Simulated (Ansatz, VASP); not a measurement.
One calculation of PbS, two programs

```xyz
2
Lattice="3.9618 0.0000 0.0000 -1.9809 3.4310 0.0000 0.0000 0.0000 4.0367" Properties=species:S:1:pos:R:3 pbc="T T T"
Pb    0.0000    0.0000    0.0000
S     1.9809    1.1437    2.0183
```

Alike in both runs: task single point; functional PBEsol; k mesh 15 × 15 × 14; occupations gaussian, width 0.15 eV; no spin polarisation.

|  | VASP | Ansatz |
| --- | --- | --- |
| version | VASP 6.6.1 | Ansatz 0.2.0 |
| potentials or method | VASP PAW PBE potentials, release 64 (Pb_d, S), cutoff 520 eV | scalar-relativistic, plane waves, PAW |
| valence electrons in the cell | 20 | 20 |

```csv
,VASP,Ansatz,Ansatz less VASP
gap on the k mesh at the Fermi level (eV),none,none,-
pressure (GPa),-4.2,-4.2,+0.04
"traceless stress, the component that is largest in VASP (GPa)",-4.68,-4.69,-0.005
```

VASP's potentials were made for PBE, not for PBEsol. A gap of «none» marks a metal or a gap that the smearing closes.

Neither program's run includes spin-orbit coupling.
